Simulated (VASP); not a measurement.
# Hf (P6/mmm) in VASP: notebook

Hf is run at these levels: LDA; tasks: single point.

Program: VASP 6.6.1. These are calculated values, not measurements. Logs are shortened: lines on timing, memory, paths and dates and some standing lists are left out, and cuts for length are marked.

**1. The cell of the first run**

Symmetry: P6/mmm, No. 191, hexagonal system. Conventional cell: a = 4.858 Å, b = 4.858 Å, c = 3.028 Å, α = 90.00°, β = 90.00°, γ = 120.00°. Hf (site symmetry 6/mmm) has 14 Hf at 3.03 to 3.19 Å within 4.0 Å. Hf (site symmetry -6m2) has 11 Hf at 2.80 to 3.19 Å within 3.7 Å.

**2. Single point, LDA**

INCAR

```
ALGO = Normal
EDIFF = 1E-7
ENCUT = 520
GGA = CA
ISIF = 2
ISMEAR = -1
LASPH = T
LCHARG = F
LREAL = F
LWAVE = F
NBANDS = 22
NELM = 60
PREC = Accurate
SIGMA = 0.1
```

KPOINTS

```
k-points
0
Gamma
  7 7 10
```

POSCAR

```
Hf
1.0
    4.8579761663      0.0000000000      0.0000000000
   -2.4289880831      4.2071307710      0.0000000000
    0.0000000000      0.0000000000      3.0278803973
Hf
3
Direct
    1.0000000000      1.0000000000      1.0000000000
    0.3333333333      0.6666666667      0.5000000000
    0.6666666667      0.3333333333      0.5000000000
```

Potentials or basis: VASP PAW LDA potentials, release 64 (Hf_pv).

Launch:

```sh
$ cat potpaw_LDA.64/Hf_pv/POTCAR > POTCAR
$ mpirun -np 1 vasp_std > vasp.out
```

OUTCAR:

```text
EDIFF = 1E-7
   ENCUT = 520
   GGA = CA
   ISIF = 2
   ISMEAR = -1
   LASPH = T
   LREAL = F
   NELM = 60
   PREC = Accurate

 ion  position               nearest neighbor table
   1  0.000  0.000  0.000-   2 3.19   3 3.19   2 3.19   3 3.19   2 3.19   2 3.19   3 3.19   3 3.19
                             3 3.19   3 3.19   2 3.19   2 3.19
   2  0.333  0.667  0.500-   3 2.80   3 2.80   3 2.80   1 3.19   1 3.19   1 3.19   1 3.19   1 3.19
                             1 3.19
   3  0.667  0.333  0.500-   2 2.80   2 2.80   2 2.80   1 3.19   1 3.19   1 3.19   1 3.19   1 3.19
                             1 3.19

  LATTYP: Found a hexagonal cell.
 ALAT       =     4.8579761663
 C/A-ratio  =     0.6232802084

  Lattice vectors:

 A1 = (   4.8579761663,   0.0000000000,   0.0000000000)
 A2 = (  -2.4289880831,   4.2071307710,   0.0000000000)
 A3 = (   0.0000000000,   0.0000000000,   3.0278803973)

Analysis of symmetry for initial positions (statically):
=====================================================================
 Subroutine PRICEL returns:
 Original cell was already a primitive cell.

 Routine SETGRP: Setting up the symmetry group for a
 hexagonal supercell.

 Subroutine GETGRP returns: Found 24 space group operations
 (whereof 24 operations were pure point group operations)
 out of a pool of 24 trial point group operations.

The static configuration has the point symmetry D_6h.

Analysis of symmetry for dynamics (positions and initial velocities):
=====================================================================
 Subroutine PRICEL returns:
 Original cell was already a primitive cell.

 Routine SETGRP: Setting up the symmetry group for a
 hexagonal supercell.

 Subroutine GETGRP returns: Found 24 space group operations
 (whereof 24 operations were pure point group operations)
 out of a pool of 24 trial point group operations.

The dynamic configuration has the point symmetry D_6h.

 Subroutine INISYM returns: Found 24 space group operations
 (whereof 24 operations are pure point group operations),
 and found     1 'primitive' translations

----------------------------------------------------------------------------------------

                                     Primitive cell

  volume of cell :      61.8842

  direct lattice vectors                    reciprocal lattice vectors
     4.857976166  0.000000000  0.000000000     0.205847037  0.118845842  0.000000000
    -2.428988083  4.207130771  0.000000000     0.000000000  0.237691685  0.000000000
     0.000000000  0.000000000  3.027880397     0.000000000  0.000000000  0.330264036

  length of vectors
     4.857976166  4.857976166  3.027880397     0.237691685  0.237691685  0.330264036

  position of ions in fractional coordinates (direct lattice)
     0.000000000  0.000000000  0.000000000
     0.333333333  0.666666667  0.500000000
     0.666666667  0.333333333  0.500000000

  ion indices of the primitive-cell ions
   primitive index   ion index
                 1           1
                 2           2
                 3           3

----------------------------------------------------------------------------------------

 KPOINTS: k-points

Automatic generation of k-mesh.
 Grid dimensions read from file:
 generate k-points for:    7    7   10

 Generating k-lattice:

  Cartesian coordinates                     Fractional coordinates (reciprocal lattice)
     0.029406720  0.016977977  0.000000000     0.142857143 -0.000000000  0.000000000
     0.000000000  0.033955955  0.000000000     0.000000000  0.142857143  0.000000000
     0.000000000  0.000000000  0.033026404     0.000000000  0.000000000  0.100000000

  Length of vectors
     0.033955955  0.033955955  0.033026404

  Shift w.r.t. Gamma in fractional coordinates (k-lattice)
     0.000000000  0.000000000  0.000000000

 Subroutine IBZKPT returns following result:
 ===========================================

 Found     48 irreducible k-points:

 Following reciprocal coordinates:
            Coordinates               Weight
  0.000000  0.000000  0.000000      1.000000
  0.142857 -0.000000  0.000000      6.000000
  0.285714  0.000000  0.000000      6.000000
  0.428571  0.000000  0.000000      6.000000
  0.142857  0.142857  0.000000      6.000000
  0.285714  0.142857  0.000000     12.000000
[... 16 lines left out ...]
  0.428571  0.142857  0.200000     12.000000
  0.285714  0.285714  0.200000     12.000000
 [... further k-points ...]
   k-points           NKPTS =     48   k-points in BZ     NKDIM =     48   number of bands    NBANDS=     22
   number of dos      NEDOS =    301   number of ions     NIONS =      3
   total plane-waves  NPLWV =  31104
   dimension x,y,z NGX =    36 NGY =   36 NGZ =   24
   dimension x,y,z NGXF=    72 NGYF=   72 NGZF=   48
   ions per type =               3
   NGX,Y,Z   is equivalent  to a cutoff of  12.32, 12.32, 13.18 a.u.
   NGXF,Y,Z  is equivalent  to a cutoff of  24.64, 24.64, 26.35 a.u.
 SYSTEM =  unknown system
   PREC   = accura    normal or accurate (medium, high low for compatibility)
   ISTART =      0    job   : 0-new  1-cont  2-samecut
   ICHARG =      2    charge: 1-file 2-atom 10-const
   ISPIN  =      1    spin polarized calculation?
   LNONCOLLINEAR =      F non collinear calculations
   LSORBIT =      F    spin-orbit coupling
   LASPH  =      T    aspherical Exc in radial PAW
   ENCUT  =  520.0 eV  38.22 Ry    6.18 a.u.   9.03  9.03  5.63*2*pi/ulx,y,z
   NELM   =     60;   NELMIN=  2; NELMDL= -5     # of ELM steps
   EDIFF  = 0.1E-06   stopping-criterion for ELM
   LREAL  =      F    real-space projection
   EDIFFG = 0.1E-05   stopping-criterion for IOM
   NSW    =      0    number of steps for IOM
   IBRION =     -1    ionic relax: 0-MD 1-quasi-New 2-CG
   NFREE  =      0    steps in history (QN), initial steepest desc. (CG)
   ISIF   =      2    stress and relaxation
   ISYM   =      2    0-nonsym 1-usesym 2-fastsym
   POTIM  = 0.5000    time-step for ionic-motion
   TEBEG  =    0.0;   TEEND  =   0.0 temperature during run
   PSTRESS=    0.0 pullay stress
   NELECT =      30.0000    total number of electrons
   NUPDOWN=      -1.0000    fix difference up-down
   EMIN   =  10.00;   EMAX   =-10.00  energy-range for DOS
   EFERMI =   0.00;   METHOD = LEGACY
   ISMEAR =    -1;   SIGMA  =   0.10  broadening in eV -4-tet -1-fermi 0-gaus
   EFERMI_NEDOS =   21; number of points for ismear=-14 and -15
   IALGO  =     38    algorithm
   IMIX   =      4    mixing-type and parameters
     AMIX     =   0.40;   BMIX     =  1.00
     AMIX_MAG =   1.60;   BMIX_MAG =  1.00
  volume/ion in A,a.u.               =      20.63       139.21
  Fermi-wavevector in a.u.,A,eV,Ry     =   1.286042  2.430267 22.502737  1.653904
  Thomas-Fermi vector in A             =   2.418140
   LORBIT       =      0    0 simple, 1 ext, 2 COOP (PROOUT), +10 PAW based schemes
   GGA     = CA    functional components
   LHFCALC =     F    Hartree Fock is set to
   AEXX    =    0.0000 exact exchange contribution
   IVDW    =     0    specifies the selected vdW correction
   LEPSILON=     F    determine dielectric tensor
   LRPA    =     F    only Hartree local field effects (RPA)
 non-spin polarized calculation
  energy-cutoff  :      520.00
  volume of cell :       61.88
 maximum number of plane-waves:      1687
   NGX = 19   NGY = 19   NGZ = 11

 number of electron      30.0000003 magnetization

 Free energy of the ion-electron system (eV)
  ---------------------------------------------------
  ext. energy  EPLUGINS =         0.00000000
  ---------------------------------------------------
  free energy    TOTEN  =       -32.05583258 eV

  energy without entropy =      -31.97716949  energy(sigma->0) =      -32.01650104

 E-fermi :   5.1680     XC(G=0): -11.8425

 val. band max:        5.1309391867   @ k =   0.1429   0.1429   0.0000
 cond. band min:       5.1739729150   @ k =   0.4286   0.0000   0.1000
 fundamental gap:      0.0430337283
 Fermi energy:         5.1680044508

 k-point     1 :       0.0000    0.0000    0.0000
  band No.  band energies     occupation
      1     -25.2757      2.00000
      2     -25.2757      2.00000
      3     -25.2560      2.00000
      4     -25.2560      2.00000
      5     -24.7642      2.00000
      6     -24.4807      2.00000
[... 14 lines left out ...]
     21       8.1082      0.00000
     22       8.1381      0.00000

 k-point     2 :       0.1429   -0.0000    0.0000
  band No.  band energies     occupation
      1     -25.4125      2.00000
      2     -25.3754      2.00000
      3     -25.1133      2.00000
      4     -25.0926      2.00000
      5     -24.7521      2.00000
      6     -24.4846      2.00000
[... 14 lines left out ...]
     21       7.5918      0.00000
     22       8.9381      0.00000

 k-point     3 :       0.2857    0.0000    0.0000
  band No.  band energies     occupation
      1     -25.5264      2.00000
      2     -25.3716      2.00000
      3     -24.9852      2.00000
      4     -24.9616      2.00000
      5     -24.7225      2.00000
      6     -24.5326      2.00000
[... 14 lines left out ...]
     21       8.3221      0.00000
     22       9.8302      0.00000

 k-point     4 :       0.4286    0.0000    0.0000
  band No.  band energies     occupation
      1     -25.5885      2.00000
      2     -25.2583      2.00000
      3     -25.0298      2.00000
      4     -24.9105      2.00000
      5     -24.6953      2.00000
      6     -24.5863      2.00000
[... 14 lines left out ...]
     21       8.7732      0.00000
     22       9.3904      0.00000

 k-point     5 :       0.1429    0.1429    0.0000
  band No.  band energies     occupation
      1     -25.4634      2.00000
      2     -25.4271      2.00000
      3     -25.0292      2.00000
      4     -24.9620      2.00000
      5     -24.7313      2.00000
      6     -24.5013      2.00000
[... 417 lines left out ...]
 k-point    22 :       0.2857    0.1429    0.2000
  band No.  band energies     occupation
      1     -25.4605      2.00000
      2     -25.3226      2.00000
      3     -25.1020      2.00000
      4     -24.9258      2.00000
      5     -24.8599      2.00000
      6     -24.6885      2.00000
[... 14 lines left out ...]
     21       8.4985      0.00000
     22       9.1181      0.00000

 k-point    23 :       0.4286    0.1429    0.2000
  band No.  band energies     occupation
      1     -25.4805      2.00000
      2     -25.2285      2.00000
      3     -25.2102      2.00000
      4     -24.9039      2.00000
      5     -24.7947      2.00000
      6     -24.6966      2.00000
[... 14 lines left out ...]
     21       8.8837      0.00000
     22       9.4469      0.00000

 k-point    24 :       0.2857    0.2857    0.2000
  band No.  band energies     occupation
      1     -25.4281      2.00000
      2     -25.3016      2.00000
      3     -25.2135      2.00000
      4     -24.8729      2.00000
      5     -24.7823      2.00000
      6     -24.7027      2.00000
[... 14 lines left out ...]
     21       8.9831      0.00000
     22       9.3724      0.00000

 [... further k-points ...]

------------------------ aborting loop because EDIFF is reached ----------------------------------------

  FORCE on cell =-STRESS in cart. coord.  units (eV):
  Direction    XX          YY          ZZ          XY          YZ          ZX
  --------------------------------------------------------------------------------------
  -------------------------------------------------------------------------------------
  Total        0.0086189      0.0086189      0.0847283      0.0000000     -0.0000000      0.0000000
  in kB        0.2231422      0.2231422      2.1936078      0.0000000     -0.0000000      0.0000000
  external PRESSURE =       0.8799641 kB  Pullay stress =       0.0000000 kB

 VOLUME and BASIS-vectors are now :
 -----------------------------------------------------------------------------
  energy-cutoff  :      520.00
  volume of cell :       61.88
      direct lattice vectors                 reciprocal lattice vectors
     4.857976166  0.000000000  0.000000000     0.205847037  0.118845842  0.000000000
    -2.428988083  4.207130771  0.000000000     0.000000000  0.237691685  0.000000000
     0.000000000  0.000000000  3.027880397     0.000000000  0.000000000  0.330264036

 POSITION                                       TOTAL-FORCE (eV/Angst)
 -----------------------------------------------------------------------------------
      0.00000      0.00000      0.00000         0.000000      0.000000      0.000000
     -0.00000      2.80475      1.51394         0.000000     -0.000000      0.000000
      2.42899      1.40238      1.51394        -0.000000      0.000000      0.000000
 -----------------------------------------------------------------------------------
    total drift:                                0.000000      0.000000     -0.000000

  FREE ENERGIE OF THE ION-ELECTRON SYSTEM (eV)
  ---------------------------------------------------
  free  energy   TOTEN  =       -32.0558325804 eV

  energy  without entropy=      -31.9771694913  energy(sigma->0) =      -32.01650104
```

Run time: 19 s. Hardware: 1 thread of Intel Xeon 6975P-C (Granite Rapids), shared host; peak memory 0.18 GiB.

What came out:

```
Free energy            : -32.0558 eV
Pressure               : 0.1 GPa
Band gap on the k mesh : zero (band 15 reaches 5.57 eV, above the bottom of band 16 at 4.65 eV)
```

Caveat: spin-orbit coupling is left out, which moves the levels of the heavy elements.

(Part 1 of 2 ends here.)
